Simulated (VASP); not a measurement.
The system is Al5GaAs6.

```
Al Ga As
1.0
     3.83806    0.00000    0.00000
     0.00000   11.51419    0.00000
     0.00000    0.00000    5.42784
Al Ga As
5 1 6
Cartesian
  0.0000 9.5952 0.0000
  0.0000 1.9190 0.0000
  1.9190 3.8381 2.7139
  0.0000 5.7571 0.0000
  1.9190 7.6761 2.7139
  1.9190 0.0000 2.7139
  1.9190 9.5952 4.0709
  0.0000 0.0000 1.3570
  1.9190 1.9190 4.0709
  0.0000 3.8381 1.3570
  1.9190 5.7571 4.0709
  0.0000 7.6761 1.3570
```

- Program: VASP 6.6.1
- Task: relaxation of cell and atoms
- Functional: PBE
- Potentials or basis: VASP PAW PBE potentials, release 64 (Al, Ga_d, As)
- Cutoff: 600 eV
- k mesh: 4 × 2 × 4
- Occupations: gaussian, width 0.1 eV
- Spin: no spin polarisation

At the start: pressure 15.8 GPa; volume 19.99 Å³/atom.

How do energy, volume and symmetry change on relaxing?

Over 6 steps the energy falls by 153.9 meV/atom and the volume is 23.53 Å³/atom (+17.7 %); space group Pmm2 (No. 25, to 0.1 Å) before and after.

Step by step:
```tsv
step	energy change (eV)	largest force (eV/Å)	pressure (GPa)	volume (Å³)
1	0.0000	0.1050	15.77	239.87
2	-1.2406	0.0744	-5.56	314.87
3	-1.8452	0.0667	-0.02	283.28
4	-1.8447	0.0667	0.19	282.37
5	-1.8461	0.0387	0.20	282.37
6	-1.8470	0.0231	0.20	282.37
```

Final structure:
```
Al Ga As
1.0
     4.07414    0.00000    0.00000
     0.00000   12.16011    0.00000
     0.00000    0.00000    5.69953
Al Ga As
5 1 6
Direct
  0.00000 0.83337 0.99960
  0.00000 0.16663 0.99960
  0.50000 0.33329 0.49947
  0.00000 0.50000 0.99965
  0.50000 0.66671 0.49947
  0.50000 0.00000 0.49974
  0.50000 0.83284 0.75142
  0.00000 0.00000 0.24838
  0.50000 0.16716 0.75142
  0.00000 0.33335 0.25035
  0.50000 0.50000 0.75055
  0.00000 0.66665 0.25035
```

Caveat: the volume moved by over 15 % at a fixed basis, so the end points are rough.
